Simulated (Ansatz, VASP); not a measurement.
# Ca in VASP and in Ansatz

```
Ca
1.0
    -0.05588    2.76626    2.76626
     2.76626   -0.05588    2.76626
     2.76626    2.76626   -0.05588
Ca
1
Direct
  0.00000 0.00000 0.00000
```

Change from the starting cell: equal xy, yz and zx shear strains of -2 %.

Alike in both runs: task single point; functional PBEsol; k mesh 11 × 11 × 11; occupations fermi-dirac, width 0.05 eV; no spin polarisation.

|  | VASP | Ansatz |
| --- | --- | --- |
| version | VASP 6.6.1 | Ansatz 0.2.0 |
| potentials or method | VASP PAW PBE potentials, release 64 (Ca_sv), cutoff 520 eV | all-electron LAPW, scalar-relativistic |

```csv
,VASP,Ansatz,Ansatz less VASP
pressure (GPa),-1.2,-1.2,+0.01
"traceless stress, the component that is largest in VASP (GPa)",0.27,0.27,0.000
```

VASP's potentials were made for PBE, not for PBEsol. Ansatz ran all-electron here, and VASP with PAW potentials.
